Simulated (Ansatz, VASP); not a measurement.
AlN in VASP and in Ansatz

```
CELL_PARAMETERS angstrom
0.00000 2.20162 2.20162
2.20162 0.00000 2.20162
2.20162 2.20162 0.00000
ATOMIC_POSITIONS crystal
Al 0.00000 0.00000 0.00000
N 0.75000 0.75000 0.75000
```

Alike in both runs: functional PBE; k mesh 12 × 12 × 12; no spin polarisation.

Ansatz relaxed the structure, and its values are those at the end. VASP's run is a single point on that final structure, the one shown.

|  | VASP | Ansatz |
| --- | --- | --- |
| version | VASP 6.6.1 | Ansatz 0.2.0 |
| potentials or method | VASP PAW PBE potentials, release 64 (Al, N), cutoff 520 eV | scalar-relativistic, plane waves, PAW |
| occupations | gaussian, width 0.01 eV | fixed |
| valence electrons in the cell | 8 | 8 |

|  | VASP | Ansatz | Ansatz less VASP |
| --- | --- | --- | --- |
| gap on the k mesh at the Fermi level (eV) | 3.30 | 3.31 | +0.007 |
| least direct gap on the mesh (eV) | 3.98 | 3.98 | -0.009 |
| pressure (GPa) | -0.3 | 0.0 | +0.28 |
